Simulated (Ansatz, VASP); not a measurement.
**Two plane-wave programs on Sr**

Contents of INCAR:

```
PREC = Accurate
ENCUT = 520
EDIFF = 1E-7
ISMEAR = -1
SIGMA = 0.1
LREAL = False
LASPH = True
NELM = 80
ALGO = Normal
ISIF = 2
LWAVE = False
LCHARG = False
GGA = RE
NBANDS = 22
```

The input KPOINTS:

```
regular mesh
0
Gamma
  6 6 9
```

File POSCAR:

```
Sr
1.0
    7.0461129573      0.0000000000      0.0000000000
   -3.5230564786      6.1021128189      0.0000000000
    0.0000000000      0.0000000000      4.2217704943
Sr
3
Direct
    0.0000000000      1.0000000000      0.0000000000
    0.3333333333      0.6666666667      0.5000000000
    0.6666666667      0.3333333333      0.5000000000
```

Input for Ansatz:

```yaml
crystal:
  lattice:
    - [7.0461129573, 0.0, 0.0]
    - [-3.5230564786, 6.1021128189, 0.0]
    - [0.0, 0.0, 4.2217704943]
  atoms:
    - { symbol: Sr, position: [0.0, 1.0, 0.0] }
    - { symbol: Sr, position: [0.3333333333, 0.6666666667, 0.5] }
    - { symbol: Sr, position: [0.6666666667, 0.3333333333, 0.5] }
hamiltonian:
  xc: revpbe
  pseudopotentials:
    kind: paw
    azcp:
      Sr: "pseudopotentials/Sr.paw.azcp"
basis:
  ecutwfc: 420
  fft_grid_basis: typed
kpoints:
  mp_grid: { grid: [6, 6, 9], shift: [0, 0, 0] }
magnetization:
  spin_polarized: false
scf:
  occupations: { method: fermi_dirac, width: 0.1 }
  lower_state_search: "off"
output:
  stress: true
```

Alike in both runs: task single point; functional revPBE; k mesh 6 × 6 × 9; occupations fermi-dirac, width 0.1 eV; no spin polarisation.

|  | VASP | Ansatz |
| --- | --- | --- |
| version | VASP 6.6.1 | Ansatz 0.2.0 |
| potentials or method | VASP PAW PBE potentials, release 64 (Sr_sv), cutoff 520 eV | plane waves (420 eV) with PAW, scalar-relativistic |
| valence electrons in the cell | 30 | 30 |

```tsv
	VASP	Ansatz	Ansatz less VASP
pressure (GPa)	-0.4	-0.4	0.00
```

VASP's potentials were made for PBE, not for revPBE.
